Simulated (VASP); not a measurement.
MgO:

```
Mg O
1.0
     3.24663    0.00000    0.00000
    -1.62332    2.81167    0.00000
     0.00000    0.00000   10.39563
Mg O
4 4
Direct
  0.00000 0.00000 0.99786
  0.33333 0.66667 0.24922
  0.00000 0.00000 0.49786
  0.66667 0.33333 0.74922
  0.00000 0.00000 0.18915
  0.33333 0.66667 0.43878
  0.00000 0.00000 0.68915
  0.66667 0.33333 0.93878
```

Base run:

* Program: VASP 6.6.1
* Functional: r2SCAN
* Potentials or basis: VASP PAW PBE potentials, release 64 (Mg, O)
* Cutoff: 520 eV
* k mesh: 12 × 12 × 4
* Occupations: gaussian, width 0.01 eV
* Spin: no spin polarisation

Its results: band gap on the k mesh 4.29 eV, direct; pressure -0.5 GPa.

Task: The run is repeated on the same cell with these changes: functional from r2SCAN to PBE. What comes out?

Result: Band gap on the k mesh 3.62 eV, direct; pressure 3.5 GPa.

r2SCAN gives the wider gap, since meta-GGAs in the generalised Kohn-Sham scheme recover part of the derivative discontinuity.

Caveats: the PAW data sets were made with another functional, which shifts forces and pressure a little (some runs).

A k mesh can miss the band edges.
